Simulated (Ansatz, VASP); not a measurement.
# Sb5S2 in VASP and in Ansatz

INCAR

```
SYSTEM = Sb5S2
  ALGO = Normal
  EDIFF = 1E-7
  EDIFFG = -0.01
  ENCUT = 600
  GGA = PE
  IBRION = 2
  ISIF = 3
  ISMEAR = 0
  LASPH = .True.
  LCHARG = .False.
  LREAL = .False.
  LWAVE = .False.
  NELM = 80
  NSW = 100
  PREC = Accurate
  SIGMA = 0.1
```

The input KPOINTS:

```
k-points
0
Gamma
  6 6 6
  0 0 0
```

Contents of POSCAR:

```
Sb5S2
1.0
    3.4967673971      2.0188595980      4.6372850907
   -3.4967673971      2.0188595980      4.6372850907
    0.0000000000     -4.0377191960      4.6372850907
Sb S
5 2
Direct
    0.5000000000      0.5000000000      0.0000000000
    0.0000000000      0.5000000000      0.5000000000
    0.5000000000      0.0000000000      0.5000000000
    0.0000000000      0.0000000000      0.0000000000
    0.5000000000      0.5000000000      0.5000000000
    0.8008373483      0.8008373483      0.8008373483
    0.1991626517      0.1991626517      0.1991626517
```

Input for Ansatz:

```yaml
crystal:
  lattice:
    - [3.4967673932, 2.0188595957, 4.6372850951]
    - [-3.4967673932, 2.0188595957, 4.6372850951]
    - [0.0, -4.0377191915, 4.6372850951]
  atoms:
    - { symbol: Sb, position: [0.5, 0.5, 0.0] }
    - { symbol: Sb, position: [0.0, 0.5, 0.5] }
    - { symbol: Sb, position: [0.5, 0.0, 0.5] }
    - { symbol: Sb, position: [0.0, 0.0, 0.0] }
    - { symbol: Sb, position: [0.5, 0.5, 0.5] }
    - { symbol: S, position: [0.8008373483, 0.8008373483, 0.8008373483] }
    - { symbol: S, position: [0.1991626517, 0.1991626517, 0.1991626517] }
basis:
  ecutwfc: 420
kpoints:
  mp_grid: { grid: [6, 6, 6] }
hamiltonian:
  xc: pbe
scf:
  occupations: { method: gaussian, width: 0.1 }
output:
  forces: true
  stress: true
  eigenvalues: true
relax:
  adjacent_minimum: "off"
  f_tol: 0.01
  max_steps: 80
  cell: { stress_tol: 0.05 }
```

Alike in both runs: task relaxation of cell and atoms; functional PBE; k mesh 6 × 6 × 6; occupations gaussian, width 0.1 eV; no spin polarisation.

|  | VASP | Ansatz |
| --- | --- | --- |
| version | VASP 6.6.1 | Ansatz 0.2.0 |
| potentials or method | VASP PAW PBE potentials, release 64 (Sb, S), cutoff 600 eV | scalar-relativistic, plane waves, PAW |
| valence electrons in the cell | 37 | 87 |

```csv
,VASP,Ansatz,Ansatz less VASP
"gap on the k mesh at the Fermi level, each at its own relaxed structure (eV)",none,none,-
relaxed volume (Å³/atom),28.34,28.41,+0.067
relaxed cell length with the largest relative difference (Å),6.135,6.139,+0.0041
```

A gap of «none» marks a metal or a gap that the smearing closes. VASP's potentials hold 37 valence electrons a cell and Ansatz's 87, so a difference there can come from the potentials and not from the codes.

Neither program's run includes spin-orbit coupling.
